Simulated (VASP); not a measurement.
# BaTiO3 (P1) in VASP: single point with PBE

Aim: the single point of BaTiO3 with PBE.

Everything below comes from runs of VASP 6.6.1. Logs are shortened: lines on timing, memory, paths and dates and some standing lists are left out, and cuts for length are marked.

### Step 1. The cell of the first run

The typed cell holds 10 atoms: a = 6.106 Å, b = 5.370 Å, c = 6.060 Å, α = 78.35°, β = 124.86°, γ = 127.36°.

### Step 2. Single point, PBE

The input, INCAR:

```
SYSTEM = BaTiO3
PREC = Accurate
ENCUT = 520
EDIFF = 1E-6
ISMEAR = -1
SIGMA = 0.05
LREAL = .False.
LASPH = .True.
NELM = 60
ALGO = Normal
ISIF = 2
LWAVE = .False.
LCHARG = .False.
GGA = PE
NBANDS = 51
```

The input, KPOINTS:

```
Automatic mesh
0
Gamma
  4 4 3
  0 0 0
```

The input, POSCAR:

```
BaTiO3
1.0
    4.5338760500     -2.9379638800     -2.8444881300
   -4.1791542400     -2.1732400700      2.5787236500
   -4.6762392700      2.6713797400     -2.7780311600
Ba Ti O
2 2 6
Direct
    0.9929438400      0.4986419800      0.4991208400
    0.9981196900      0.9966392300      0.0001370000
    0.4952686900      0.2509026300      0.7392901800
    0.4933295800      0.7515767200      0.2408135500
    0.5108239000      0.5021635500      0.0106287500
    0.5104097200      0.0023124000      0.5087025000
    0.4954844800      0.4957351500      0.4991277600
    0.4955713100      0.9926633600      0.9992015800
    0.0111918500      0.0068669100      0.5088670800
    0.0044169400      0.5024980700      0.0016707600
```

Potentials or basis: VASP PAW PBE potentials, release 64 (Ba_sv, Ti_sv, O).

Started as:

```console
$ cat potpaw_PBE.64/Ba_sv/POTCAR potpaw_PBE.64/Ti_sv/POTCAR potpaw_PBE.64/O/POTCAR > POTCAR
$ mpirun -np 1 vasp_std > vasp.out
```

OUTCAR:

```text
SYSTEM = BaTiO3
   PREC = Accurate
   ENCUT = 520
   EDIFF = 1E-6
   ISMEAR = -1
   LREAL = .False.
   LASPH = .True.
   NELM = 60
   ISIF = 2
   GGA = PE

 ion  position               nearest neighbor table
   1  0.993  0.499  0.499-   6 2.53   6 2.60   9 2.67   9 2.70   5 2.74   5 2.89   8 2.89   8 2.93
                            10 3.01   7 3.03  10 3.05   7 3.08   4 3.17   3 3.17   4 3.51   3 3.52
   2  0.998  0.997  0.000-   5 2.54   5 2.59  10 2.68  10 2.70   6 2.77   6 2.86   7 2.91   7 2.92
                             9 3.01   9 3.05   8 3.05   8 3.05   3 3.17   4 3.19   4 3.47   3 3.53
   3  0.495  0.251  0.739-   7 1.75   8 1.88   9 1.93  10 2.03   6 2.19   5 2.26   2 3.17   1 3.17
                             1 3.52   2 3.53   1 3.53   2 3.61   2 3.63   1 3.71
   4  0.493  0.752  0.241-   8 1.75   7 1.86  10 1.95   9 2.07   5 2.20   6 2.23   1 3.17   2 3.19
                             2 3.47   1 3.51   2 3.58   1 3.62   1 3.63   2 3.70
   5  0.511  0.502  0.011-   4 2.20   3 2.26   2 2.54   2 2.59   1 2.74   1 2.89
   6  0.510  0.002  0.509-   3 2.19   4 2.23   1 2.53   1 2.60   2 2.77   2 2.86
   7  0.495  0.496  0.499-   3 1.75   4 1.86   2 2.91   2 2.92   1 3.03   1 3.08
   8  0.496  0.993  0.999-   4 1.75   3 1.88   1 2.89   1 2.93   2 3.05   2 3.05
   9  0.011  0.007  0.509-   3 1.93   4 2.07   1 2.67   1 2.70   2 3.01   2 3.05
  10  0.004  0.502  0.002-   4 1.95   3 2.03   2 2.68   2 2.70   1 3.01   1 3.05

  LATTYP: Found a triclinic cell.
 ALAT       =     5.3701134277
 B/A-ratio  =     1.7388149973
 C/A-ratio  =     2.6913073756
 COS(alpha) =     0.0029780057
 COS(beta)  =     0.5149588606
 COS(gamma) =     0.8408304943

  Lattice vectors:

 A1 = (   4.1791542400,   2.1732400700,  -2.5787236500)
 A2 = (   4.0367910200,   1.9066559300,  -8.2012429400)
 A3 = (   8.2883131100,   9.9908523700,   6.3533557600)

Analysis of symmetry for initial positions (statically):
=====================================================================
 Subroutine PRICEL returns:
 Original cell was already a primitive cell.

 Routine SETGRP: Setting up the symmetry group for a
 triclinic supercell.

 Subroutine GETGRP returns: Found  1 space group operations
 (whereof  1 operations were pure point group operations)
 out of a pool of  2 trial point group operations.

The static configuration has the point symmetry C_1 .

Analysis of symmetry for dynamics (positions and initial velocities):
=====================================================================
 Subroutine PRICEL returns:
 Original cell was already a primitive cell.

 Routine SETGRP: Setting up the symmetry group for a
 triclinic supercell.

 Subroutine GETGRP returns: Found  1 space group operations
 (whereof  1 operations were pure point group operations)
 out of a pool of  2 trial point group operations.

The dynamic configuration has the point symmetry C_1 .

 Subroutine INISYM returns: Found  1 space group operations
 (whereof  1 operations are pure point group operations),
 and found     1 'primitive' translations

----------------------------------------------------------------------------------------

                                     Primitive cell

  volume of cell :     126.3406

  direct lattice vectors                    reciprocal lattice vectors
     4.533876050 -2.937963880 -2.844488130    -0.006739094 -0.187339154 -0.168803148
    -4.179154240 -2.173240070  2.578723650    -0.124745787 -0.204975652  0.012877229
    -4.676239270  2.671379740 -2.778031160    -0.108895697  0.001550896 -0.175172490

  length of vectors
     6.105634817  5.370113428  6.059780570     0.252261524  0.240296384  0.206267009

  position of ions in fractional coordinates (direct lattice)
     0.992943840  0.498641980  0.499120840
     0.998119690  0.996639230  0.000137000
     0.495268690  0.250902630  0.739290180
     0.493329580  0.751576720  0.240813550
     0.510823900  0.502163550  0.010628750
     0.510409720  0.002312400  0.508702500
     0.495484480  0.495735150  0.499127760
     0.495571310  0.992663360  0.999201580
     0.011191850  0.006866910  0.508867080
     0.004416940  0.502498070  0.001670760

  ion indices of the primitive-cell ions
   primitive index   ion index
                 1           1
                 2           2
                 3           3
                 4           4
                 5           5
                 6           6
                 7           7
                 8           8
                 9           9
                10          10

----------------------------------------------------------------------------------------

 KPOINTS: Automatic mesh

Automatic generation of k-mesh.
 Grid dimensions read from file:
 generate k-points for:    4    4    3

 Generating k-lattice:

  Cartesian coordinates                     Fractional coordinates (reciprocal lattice)
    -0.001684773 -0.046834788 -0.042200787     0.250000000  0.000000000  0.000000000
    -0.031186447 -0.051243913  0.003219307     0.000000000  0.250000000 -0.000000000
    -0.036298566  0.000516965 -0.058390830     0.000000000 -0.000000000  0.333333333

  Length of vectors
     0.063065381  0.060074096  0.068755670

  Shift w.r.t. Gamma in fractional coordinates (k-lattice)
     0.000000000  0.000000000  0.000000000

 Subroutine IBZKPT returns following result:
 ===========================================

 Found     26 irreducible k-points:

 Following reciprocal coordinates:
            Coordinates               Weight
  0.000000  0.000000  0.000000      1.000000
  0.250000  0.000000  0.000000      2.000000
  0.500000  0.000000  0.000000      1.000000
  0.000000  0.250000  0.000000      2.000000
  0.250000  0.250000 -0.000000      2.000000
  0.500000  0.250000  0.000000      2.000000
[... 16 lines left out ...]
  0.000000 -0.250000  0.333333      2.000000
  0.250000 -0.250000  0.333333      2.000000
 [... further k-points ...]
   k-points           NKPTS =     26   k-points in BZ     NKDIM =     26   number of bands    NBANDS=     51
   number of dos      NEDOS =    301   number of ions     NIONS =     10
   total plane-waves  NPLWV =  92160
   dimension x,y,z NGX =    48 NGY =   40 NGZ =   48
   dimension x,y,z NGXF=    96 NGYF=   80 NGZF=   96
   ions per type =               2   2   6
   NGX,Y,Z   is equivalent  to a cutoff of  13.07, 12.38, 13.17 a.u.
   NGXF,Y,Z  is equivalent  to a cutoff of  26.14, 24.77, 26.34 a.u.
 SYSTEM =  BaTiO3
   PREC   = accura    normal or accurate (medium, high low for compatibility)
   ISTART =      0    job   : 0-new  1-cont  2-samecut
   ICHARG =      2    charge: 1-file 2-atom 10-const
   ISPIN  =      1    spin polarized calculation?
   LNONCOLLINEAR =      F non collinear calculations
   LSORBIT =      F    spin-orbit coupling
   LASPH  =      T    aspherical Exc in radial PAW
   ENCUT  =  520.0 eV  38.22 Ry    6.18 a.u.  11.35  9.98 11.27*2*pi/ulx,y,z
   NELM   =     60;   NELMIN=  2; NELMDL= -5     # of ELM steps
   EDIFF  = 0.1E-05   stopping-criterion for ELM
   LREAL  =      F    real-space projection
   EDIFFG = 0.1E-04   stopping-criterion for IOM
   NSW    =      0    number of steps for IOM
   IBRION =     -1    ionic relax: 0-MD 1-quasi-New 2-CG
   NFREE  =      0    steps in history (QN), initial steepest desc. (CG)
   ISIF   =      2    stress and relaxation
   ISYM   =      2    0-nonsym 1-usesym 2-fastsym
   POTIM  = 0.5000    time-step for ionic-motion
   TEBEG  =    0.0;   TEEND  =   0.0 temperature during run
   PSTRESS=    0.0 pullay stress
   NELECT =      80.0000    total number of electrons
   NUPDOWN=      -1.0000    fix difference up-down
   EMIN   =  10.00;   EMAX   =-10.00  energy-range for DOS
   EFERMI =   0.00;   METHOD = LEGACY
   ISMEAR =    -1;   SIGMA  =   0.05  broadening in eV -4-tet -1-fermi 0-gaus
   EFERMI_NEDOS =   21; number of points for ismear=-14 and -15
   IALGO  =     38    algorithm
   IMIX   =      4    mixing-type and parameters
     AMIX     =   0.40;   BMIX     =  1.00
     AMIX_MAG =   1.60;   BMIX_MAG =  1.00
  volume/ion in A,a.u.               =      12.63        85.26
  Fermi-wavevector in a.u.,A,eV,Ry     =   1.405801  2.656578 26.888867  1.976276
  Thomas-Fermi vector in A             =   2.528225
   LORBIT       =      0    0 simple, 1 ext, 2 COOP (PROOUT), +10 PAW based schemes
   GGA     = PE    functional components
   LHFCALC =     F    Hartree Fock is set to
   AEXX    =    0.0000 exact exchange contribution
   IVDW    =     0    specifies the selected vdW correction
   LEPSILON=     F    determine dielectric tensor
   LRPA    =     F    only Hartree local field effects (RPA)
 non-spin polarized calculation
  energy-cutoff  :      520.00
  volume of cell :      126.34
 maximum number of plane-waves:      3421
 NGX is ok and might be reduce to    48
   NGX = 23   NGY = 19   NGZ = 23

 number of electron      80.0000007 magnetization

 Free energy of the ion-electron system (eV)
  ---------------------------------------------------
  ext. energy  EPLUGINS =         0.00000000
  ---------------------------------------------------
  free energy    TOTEN  =       -76.64515705 eV

  energy without entropy =      -76.64515256  energy(sigma->0) =      -76.64515481

 E-fermi :   4.9356     XC(G=0): -11.3065

 val. band max:        4.4553881912   @ k =   0.0000   0.0000   0.0000
 cond. band min:       5.3967728493   @ k =   0.0000   0.0000   0.0000
 fundamental gap:      0.9413846581
 Fermi energy:         4.9355907241

 k-point     1 :       0.0000    0.0000    0.0000
  band No.  band energies     occupation
      1     -52.5304      2.00000
      2     -52.5130      2.00000
      3     -29.0734      2.00000
      4     -28.9159      2.00000
      5     -28.8055      2.00000
      6     -28.7662      2.00000
[... 43 lines left out ...]
     50       9.7970      0.00000
     51      10.0846      0.00000

 k-point     2 :       0.2500    0.0000    0.0000
  band No.  band energies     occupation
      1     -52.5302      2.00000
      2     -52.5132      2.00000
      3     -29.0748      2.00000
      4     -28.9157      2.00000
      5     -28.7928      2.00000
      6     -28.7769      2.00000
[... 1180 lines left out ...]
 k-point    24 :       0.2500   -0.2500    0.3333
  band No.  band energies     occupation
      1     -52.5299      2.00000
      2     -52.5135      2.00000
      3     -29.0169      2.00000
      4     -28.9701      2.00000
      5     -28.7937      2.00000
      6     -28.7828      2.00000
[... 43 lines left out ...]
     50      10.9442      0.00000
     51      11.3865      0.00000

 [... further k-points ...]
[... 5 lines left out ...]
  --------------------------------------------------------------------------------------
  -------------------------------------------------------------------------------------
  Total       -3.0263634     31.4634732     11.2898014     10.3053985    -11.9713816     -3.7782500
  in kB      -38.3785501    399.0011573    143.1705841    130.6869686   -151.8139804    -47.9135320
  external PRESSURE =     167.9310638 kB  Pullay stress =       0.0000000 kB

 VOLUME and BASIS-vectors are now :
 -----------------------------------------------------------------------------
  energy-cutoff  :      520.00
  volume of cell :      126.34
      direct lattice vectors                 reciprocal lattice vectors
     4.533876050 -2.937963880 -2.844488130    -0.006739094 -0.187339154 -0.168803148
    -4.179154240 -2.173240070  2.578723650    -0.124745787 -0.204975652  0.012877229
    -4.676239270  2.671379740 -2.778031160    -0.108895697  0.001550896 -0.175172490

 POSITION                                       TOTAL-FORCE (eV/Angst)
 -----------------------------------------------------------------------------------
      0.08397     -2.66756     -2.92513         0.135974     -0.267476     -0.123089
      0.35960     -5.09801     -0.26946        -0.025036     -0.228760      0.108090
     -2.26017     -0.02543     -2.81555         0.104641      0.728442     -0.536926
     -2.03036     -2.43944     -0.13415         0.192351      0.576309     -0.476790
      0.16769     -2.56371     -0.18762        -0.244843      0.181033      0.129473
     -0.07434     -0.14565     -2.85908        -0.163445      0.270425      0.181718
     -2.15933     -1.19971     -1.51763         0.033217     -0.793061      0.347805
     -6.57414     -0.94402     -1.62566        -0.029451     -0.950559      0.461629
     -2.35754      1.31157     -1.42778         0.020213      0.310033      0.067455
     -2.08780     -1.10056      1.27860        -0.023622      0.173614     -0.159366
 -----------------------------------------------------------------------------------
    total drift:                               -0.000221     -0.000329     -0.000383

  FREE ENERGIE OF THE ION-ELECTRON SYSTEM (eV)
  ---------------------------------------------------
  free  energy   TOTEN  =       -76.6451570506 eV

  energy  without entropy=      -76.6451525613  energy(sigma->0) =      -76.64515481
```

Run time: 4.3 min. Hardware: 1 thread of Intel Xeon 6975P-C, shared host; peak memory 0.37 GiB.

What came out:

```yaml
Free_energy: -76.6452 eV
Pressure: 16.8 GPa
Largest_force: 1.057 eV/Å
Band_gap_on_the_k_mesh: 0.94 eV
```

Forces on the atoms (eV/Å):
```
Ba   0.136 -0.267 -0.123
Ba  -0.025 -0.229  0.108
Ti   0.105  0.728 -0.537
Ti   0.192  0.576 -0.477
O   -0.245  0.181  0.129
O   -0.163  0.270  0.182
O    0.033 -0.793  0.348
O   -0.029 -0.951  0.462
O    0.020  0.310  0.067
O   -0.024  0.174 -0.159
```

Stress tensor (GPa, compression positive):
```
 -3.84  13.07  -4.79
 13.07  39.90 -15.18
 -4.79 -15.18  14.32
```

Levels at points of the mesh, in eV from the valence-band top:
```tsv
k point	band 38	band 39	band 40	band 41	band 42	band 43
(0.00, 0.00, 0.00)	-0.19	-0.10	0.00	0.94	1.38	1.58
(0.50, 0.00, 0.00)	-1.20	-0.89	-0.65	1.59	2.23	3.00
(0.00, 0.50, 0.00)	-1.32	-1.01	-0.92	2.47	2.52	2.92
(0.50, 0.50, 0.00)	-0.72	-0.39	-0.29	2.30	2.37	2.82
```

Caveat: the k points lie up to 0.43 Å⁻¹ apart; spin-orbit coupling is left out, which moves the levels of the heavy elements; forces of over 1 eV/Å act on the atoms, so gaps and moduli don't describe the material at rest.
